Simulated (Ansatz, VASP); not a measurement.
# Two plane-wave programs on As

```xyz
1
Lattice="0.0000 2.0971 2.0971 2.0971 0.0000 2.0971 2.0971 2.0971 0.0000" Properties=species:S:1:pos:R:3 pbc="T T T"
As    0.0000    0.0000    0.0000
```

Alike in both runs: functional PBEsol; k mesh 13 × 13 × 13; occupations fermi-dirac, width 0.1 eV; no spin polarisation.

Ansatz relaxed the structure, and its values are those at the end. VASP's run is a single point on that final structure, the one shown.

|  | VASP | Ansatz |
| --- | --- | --- |
| version | VASP 6.6.1 | Ansatz 0.2.0 |
| potentials or method | VASP PAW PBE potentials, release 64 (As), cutoff 500 eV | plane waves (420 eV) with PAW, scalar-relativistic |
| valence electrons in the cell | 5 | 15 |

|  | VASP | Ansatz | Ansatz less VASP |
| --- | --- | --- | --- |
| pressure (GPa) | 0.2 | 0.0 | -0.20 |

VASP's potentials were made for PBE, not for PBEsol, and Ansatz warns of the same on its side. VASP's potentials hold 5 valence electrons a cell and Ansatz's 15, so a difference there can come from the potentials and not from the codes.
